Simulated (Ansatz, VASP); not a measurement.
AlFe3: VASP beside Ansatz

```xyz
4
Lattice="0.0000 2.8308 2.8308 2.8308 0.0000 2.8308 2.8308 2.8308 0.0000" Properties=species:S:1:pos:R:3 pbc="T T T"
Al    0.0000    0.0000    0.0000
Fe    2.8308    2.8308    2.8308
Fe    1.4154    1.4154    1.4154
Fe    4.2462    4.2462    4.2462
```

Alike in both runs: task single point; functional PBEsol; k mesh 12 × 12 × 12; occupations gaussian, width 0.1 eV; collinear spin.

|  | VASP | Ansatz |
| --- | --- | --- |
| version | VASP 6.6.1 | Ansatz 0.2.0 |
| potentials or method | VASP PAW PBE potentials, release 64 (Al, Fe), cutoff 520 eV | scalar-relativistic, plane waves, PAW |
| valence electrons in the cell | 27 | 51 |

```tsv
	VASP	Ansatz	Ansatz less VASP
gap on the k mesh at the Fermi level (eV)	none	none	-
pressure (GPa)	0.1	0.0	-0.13
net moment per atom (μB)	1.45	1.44	-0.004
size of the moment on the site where the two differ most (μB)	2.31	2.34	+0.030
```

VASP's potentials were made for PBE, not for PBEsol. Site moments also hang on the region over which each program counts them. A gap of «none» marks a metal or a gap that the smearing closes. With one functional, cell and mesh, what is left measures potentials, basis and numerics. VASP's potentials hold 27 valence electrons a cell and Ansatz's 51, so a difference there can come from the potentials and not from the codes. Ansatz's warnings: stability check not made.
